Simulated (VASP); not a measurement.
# Al12O in VASP: relaxation of the atoms with PBE

Aim: the relaxation of the atoms of Al12O with PBE.

Program: VASP 6.6.1. These are calculated values, not measurements. Logs are shortened: lines on timing, memory, paths and dates and some standing lists are left out, and cuts for length are marked.

**1. The cell of the first run**

The cell holds a slab with vacuum, 13 atoms: a = 5.714 Å, b = 5.714 Å, c = 20.102 Å, α = 90.00°, β = 90.00°, γ = 120.00°.

**2. Relaxation of the atoms, PBE**

INCAR reads:

```
ALGO = Normal
DIPOL = 0.5 0.5 0.325
EDIFF = 1E-6
EDIFFG = -0.025
ENCUT = 520
GGA = PE
IBRION = 2
IDIPOL = 3
ISIF = 2
ISMEAR = 0
LASPH = True
LCHARG = False
LDIPOL = True
LREAL = False
LWAVE = False
NELM = 80
NSW = 36
PREC = Accurate
SIGMA = 0.1
```

KPOINTS reads:

```
k-points
0
Gamma
  6 6 1
```

POSCAR reads:

```
Al12O
1.0
    5.7143028096      0.0000000000      0.0000000000
   -2.8571514048      4.9487313980      0.0000000000
    0.0000000000      0.0000000000     20.1016424764
Al O
12 1
Selective dynamics
Direct
    0.3333333333      0.1666666667      0.1989887147  F F F
    0.3333333333      0.6666666667      0.1989887147  F F F
    0.8333333333      0.1666666667      0.1989887147  F F F
    0.8333333333      0.6666666667      0.1989887147  F F F
    0.1666666667      0.3333333333      0.3134533099  F F F
    0.1666666667      0.8333333333      0.3134533099  F F F
    0.6666666667      0.3333333333      0.3134533099  F F F
    0.6666666667      0.8333333333      0.3134533099  F F F
    0.0000000000      0.0000000000      0.4279074452  F F F
    0.0000000000      0.5000000000      0.4279074452  F F F
    0.5000000000      0.0000000000      0.4279074452  F F F
    0.5000000000      0.5000000000      0.4279074452  F F F
    0.1666666667      0.3333333333      0.4602234347  F F T
```

Potentials or basis: VASP PAW PBE potentials, release 64 (Al, O).

Started as:

```console
$ cat potpaw_PBE.64/Al/POTCAR potpaw_PBE.64/O/POTCAR > POTCAR
$ mpirun -np 1 vasp_std > vasp.out
```

OUTCAR:

```text
EDIFF = 1E-6
   EDIFFG = -0.025
   ENCUT = 520
   GGA = PE
   IBRION = 2
   ISIF = 2
   ISMEAR = 0
   LASPH = True
   LREAL = False
   NELM = 80
   NSW = 36
   PREC = Accurate

 ion  position               nearest neighbor table
   1  0.333  0.167  0.199-   5 2.83   6 2.83   7 2.83   4 2.86   2 2.86   2 2.86   4 2.86   3 2.86
                             3 2.86
   2  0.333  0.667  0.199-   6 2.83   5 2.83   8 2.83   3 2.86   1 2.86   1 2.86   3 2.86   4 2.86
                             4 2.86
   3  0.833  0.167  0.199-   7 2.83   8 2.83   5 2.83   4 2.86   2 2.86   4 2.86   2 2.86   1 2.86
                             1 2.86
   4  0.833  0.667  0.199-   8 2.83   7 2.83   6 2.83   3 2.86   1 2.86   3 2.86   1 2.86   2 2.86
                             2 2.86
   5  0.167  0.333  0.313-   9 2.83  12 2.83  10 2.83   1 2.83   2 2.83   3 2.83   8 2.86   6 2.86
                             6 2.86   8 2.86   7 2.86   7 2.86
   6  0.167  0.833  0.313-  10 2.83  11 2.83   9 2.83   2 2.83   1 2.83   4 2.83   7 2.86   5 2.86
                             5 2.86   7 2.86   8 2.86   8 2.86
   7  0.667  0.333  0.313-  11 2.83  10 2.83  12 2.83   3 2.83   4 2.83   1 2.83   8 2.86   6 2.86
                             8 2.86   6 2.86   5 2.86   5 2.86
   8  0.667  0.833  0.313-  12 2.83   9 2.83  11 2.83   4 2.83   3 2.83   2 2.83   7 2.86   5 2.86
                             7 2.86   5 2.86   6 2.86   6 2.86
   9  0.000  0.000  0.428-  13 1.77   5 2.83   8 2.83   6 2.83  12 2.86  10 2.86  10 2.86  12 2.86
                            11 2.86  11 2.86
  10  0.000  0.500  0.428-  13 1.77   6 2.83   7 2.83   5 2.83  11 2.86   9 2.86   9 2.86  11 2.86
                            12 2.86  12 2.86
  11  0.500  0.000  0.428-   7 2.83   6 2.83   8 2.83  10 2.86  12 2.86  12 2.86  10 2.86   9 2.86
                             9 2.86
  12  0.500  0.500  0.428-  13 1.77   8 2.83   5 2.83   7 2.83  11 2.86   9 2.86  11 2.86   9 2.86
                            10 2.86  10 2.86
  13  0.167  0.333  0.460-   9 1.77  12 1.77  10 1.77

  LATTYP: Found a hexagonal cell.
 ALAT       =     5.7143028096
 C/A-ratio  =     3.5177769093

  Lattice vectors:

 A1 = (   5.7143028096,   0.0000000000,   0.0000000000)
 A2 = (  -2.8571514048,   4.9487313980,   0.0000000000)
 A3 = (   0.0000000000,   0.0000000000,  20.1016424764)

Analysis of symmetry for initial positions (statically):
=====================================================================
 Subroutine PRICEL returns:
 Original cell was already a primitive cell.

 Routine SETGRP: Setting up the symmetry group for a
 hexagonal supercell.

 Subroutine GETGRP returns: Found  6 space group operations
 (whereof  2 operations were pure point group operations)
 out of a pool of 24 trial point group operations.

The static configuration has the point symmetry C_1h.
 The point group associated with its full space group is C_3v.

Analysis of symmetry for dynamics (positions and initial velocities):
=====================================================================
 Subroutine PRICEL returns:
 Original cell was already a primitive cell.

 Routine SETGRP: Setting up the symmetry group for a
 hexagonal supercell.

 Subroutine GETGRP returns: Found  6 space group operations
 (whereof  2 operations were pure point group operations)
 out of a pool of 24 trial point group operations.

The dynamic configuration has the point symmetry C_1h.
 The point group associated with its full space group is C_3v.

Analysis of constrained symmetry for selective dynamics:
=====================================================================
 Subroutine PRICEL returns:
 Original cell was already a primitive cell.

 Routine SETGRP: Setting up the symmetry group for a
 hexagonal supercell.

 Subroutine GETGRP returns: Found  6 space group operations
 (whereof  2 operations were pure point group operations)
 out of a pool of 24 trial point group operations.

The constrained configuration has the point symmetry C_1h.
 The point group associated with its full space group is C_3v.

 Subroutine INISYM returns: Found  6 space group operations
 (whereof  2 operations are pure point group operations),
 and found     1 'primitive' translations

----------------------------------------------------------------------------------------
[... 90 lines left out ...]
   ICHARG =      2    charge: 1-file 2-atom 10-const
   ISPIN  =      1    spin polarized calculation?
   LNONCOLLINEAR =      F non collinear calculations
   LSORBIT =      F    spin-orbit coupling
   LASPH  =      T    aspherical Exc in radial PAW
   ENCUT  =  520.0 eV  38.22 Ry    6.18 a.u.  10.62 10.62 37.38*2*pi/ulx,y,z
   NELM   =     80;   NELMIN=  2; NELMDL= -5     # of ELM steps
   EDIFF  = 0.1E-05   stopping-criterion for ELM
   LREAL  =      F    real-space projection
   EDIFFG = -.3E-01   stopping-criterion for IOM
   NSW    =     36    number of steps for IOM
   IBRION =      2    ionic relax: 0-MD 1-quasi-New 2-CG
   NFREE  =      1    steps in history (QN), initial steepest desc. (CG)
   ISIF   =      2    stress and relaxation
   ISYM   =      2    0-nonsym 1-usesym 2-fastsym
   POTIM  = 0.5000    time-step for ionic-motion
   TEBEG  =    0.0;   TEEND  =   0.0 temperature during run
   PSTRESS=    0.0 pullay stress
   NELECT =      42.0000    total number of electrons
   NUPDOWN=      -1.0000    fix difference up-down
   EMIN   =  10.00;   EMAX   =-10.00  energy-range for DOS
   EFERMI =   0.00;   METHOD = LEGACY
   ISMEAR =     0;   SIGMA  =   0.10  broadening in eV -4-tet -1-fermi 0-gaus
   EFERMI_NEDOS =   21; number of points for ismear=-14 and -15
   IALGO  =     38    algorithm
   IMIX   =      4    mixing-type and parameters
     AMIX     =   0.40;   BMIX     =  1.00
     AMIX_MAG =   1.60;   BMIX_MAG =  1.00
  volume/ion in A,a.u.               =      43.73       295.08
  Fermi-wavevector in a.u.,A,eV,Ry     =   0.686955  1.298157  6.420689  0.471907
  Thomas-Fermi vector in A             =   1.767332
   LORBIT       =      0    0 simple, 1 ext, 2 COOP (PROOUT), +10 PAW based schemes
   GGA     = PE    functional components
   LHFCALC =     F    Hartree Fock is set to
   AEXX    =    0.0000 exact exchange contribution
   IVDW    =     0    specifies the selected vdW correction
   LEPSILON=     F    determine dielectric tensor
   LRPA    =     F    only Hartree local field effects (RPA)
 conjugate gradient relaxation of ions
 non-spin polarized calculation
 Gauss-broadening in eV      SIGMA  =   0.10
  energy-cutoff  :      520.00
  volume of cell :      568.45
 maximum number of plane-waves:     15351
   NGX = 21   NGY = 21   NGZ = 75

--------------------------------------- Ionic step        1  -------------------------------------------

 number of electron      42.0000005 magnetization

 Free energy of the ion-electron system (eV)
  ---------------------------------------------------
  ext. energy  EPLUGINS =         0.00000000
  ---------------------------------------------------
  free energy    TOTEN  =       -50.61348404 eV

  energy without entropy =      -50.56418995  energy(sigma->0) =      -50.58883699

------------------------ aborting loop because EDIFF is reached ----------------------------------------

  FORCE on cell =-STRESS in cart. coord.  units (eV):
  Direction    XX          YY          ZZ          XY          YZ          ZX
  --------------------------------------------------------------------------------------
  -------------------------------------------------------------------------------------
  Total       -0.1054848     -0.1054848      3.7184735     -0.0000000      0.0000000      0.0000000
  in kB       -0.2973116     -0.2973116     10.4806109     -0.0000000      0.0000000      0.0000000
  external PRESSURE =       3.2953293 kB  Pullay stress =       0.0000000 kB
[... 75 lines left out ...]
  FREE ENERGIE OF THE ION-ELECTRON SYSTEM (eV)
  ---------------------------------------------------
  free  energy   TOTEN  =       -50.7984789161 eV

  energy  without entropy=      -50.7544667917  energy(sigma->0) =      -50.77647285

 dipolmoment           0.000000      0.000000     -0.008891 electrons x Angstroem

--------------------------------------- Ionic step        3  -------------------------------------------

 number of electron      42.0000008 magnetization

------------------------ aborting loop because EDIFF is reached ----------------------------------------

 vacuum level on the upper side and lower side of the slab       (xc-potential included)         0.072        -0.086

  FORCE on cell =-STRESS in cart. coord.  units (eV):
  Direction    XX          YY          ZZ          XY          YZ          ZX
  --------------------------------------------------------------------------------------
  -------------------------------------------------------------------------------------
  Total       -3.2376539     -3.2376539      1.7286876      0.0000000     -0.0000000      0.0000000
  in kB       -9.1254087     -9.1254087      4.8723493      0.0000000     -0.0000000      0.0000000
  external PRESSURE =      -4.4594894 kB  Pullay stress =       0.0000000 kB
[... 34 lines left out ...]
--------------------------------------- Ionic step        4  -------------------------------------------

 number of electron      42.0000007 magnetization

 dipolmoment           0.000000      0.000000      0.026502 electrons x Angstroem

 Free energy of the ion-electron system (eV)
  ---------------------------------------------------
  ext. energy  EPLUGINS =         0.00000000
  ---------------------------------------------------
  free energy    TOTEN  =       -50.88694113 eV

  energy without entropy =      -50.84915166  energy(sigma->0) =      -50.86804640

 E-fermi :   0.3409     XC(G=0):  -4.5042

 val. band max:        0.3398906641   @ k =   0.5000   0.0000   0.0000
 cond. band min:       0.3799258750   @ k =   0.3333   0.1667   0.0000
 fundamental gap:      0.0400352109
 Fermi energy:         0.3408745675

 k-point     1 :       0.0000    0.0000    0.0000
  band No.  band energies     occupation
      1     -19.7602      2.00000
      2     -10.2314      2.00000
      3      -8.3973      2.00000
      4      -6.4440      2.00000
      5      -6.4440      2.00000
      6      -5.6144      2.00000
[... 206 lines left out ...]
     27       2.8336      0.00000
     28       2.8808      0.00000

------------------------ aborting loop because EDIFF is reached ----------------------------------------

 vacuum level on the upper side and lower side of the slab       (xc-potential included)        -0.064        -0.238

  FORCE on cell =-STRESS in cart. coord.  units (eV):
  Direction    XX          YY          ZZ          XY          YZ          ZX
  --------------------------------------------------------------------------------------
  -------------------------------------------------------------------------------------
  Total       -3.3132982     -3.3132982      1.6478500      0.0000000      0.0000000      0.0000000
  in kB       -9.3386140     -9.3386140      4.6445065      0.0000000      0.0000000      0.0000000
  external PRESSURE =      -4.6775739 kB  Pullay stress =       0.0000000 kB
[... 28 lines left out ...]
  FREE ENERGIE OF THE ION-ELECTRON SYSTEM (eV)
  ---------------------------------------------------
  free  energy   TOTEN  =       -50.8869411329 eV

  energy  without entropy=      -50.8491516605  energy(sigma->0) =      -50.86804640

 reached required accuracy - stopping structural energy minimisation

 vacuum level on the upper side and lower side of the slab         4.314         4.130
```

Wall time 11 min (1 thread of Intel Xeon Platinum 8559C (Emerald Rapids), shared host); peak memory 0.65 GiB.

What came out:

| Item | Value |
| --- | --- |
| Free energy | -50.8869 eV |
| Energy gained by relaxing | 21.0 meV/atom |
| Ionic steps | 4 |
| Band gap on the k mesh | zero (bands 21 and 22 overlap by 0.46 eV) |

The path:
| step | energy change (eV) | largest force on free atoms (eV/Å) | pressure (GPa) |
| --- | --- | --- | --- |
| 1 | 0.0000 | 2.1923 | 0.33 |
| 2 | -0.1850 | 1.2851 | -0.04 |
| 3 | -0.2732 | 0.0679 | -0.45 |
| 4 | -0.2735 | 0.0022 | -0.47 |

Final structure:
```cif
data_structure
_symmetry_space_group_name_H-M 'P 1'
_symmetry_Int_Tables_number 1
_cell_length_a 5.7143
_cell_length_b 5.7143
_cell_length_c 20.1016
_cell_angle_alpha 90.000
_cell_angle_beta 90.000
_cell_angle_gamma 120.000
_cell_volume 568.45
loop_
_atom_site_label
_atom_site_type_symbol
_atom_site_fract_x
_atom_site_fract_y
_atom_site_fract_z
_atom_site_occupancy
Al1 Al 0.33333 0.16667 0.19899 1
Al2 Al 0.33333 0.66667 0.19899 1
Al3 Al 0.83333 0.16667 0.19899 1
Al4 Al 0.83333 0.66667 0.19899 1
Al5 Al 0.16667 0.33333 0.31345 1
Al6 Al 0.16667 0.83333 0.31345 1
Al7 Al 0.66667 0.33333 0.31345 1
Al8 Al 0.66667 0.83333 0.31345 1
Al9 Al 0.00000 0.00000 0.42791 1
Al10 Al 0.00000 0.50000 0.42791 1
Al11 Al 0.50000 0.00000 0.42791 1
Al12 Al 0.50000 0.50000 0.42791 1
O1 O 0.16667 0.33333 0.47230 1
```

The gap in the log of VASP goes by the Fermi energy; the results here count the filled bands.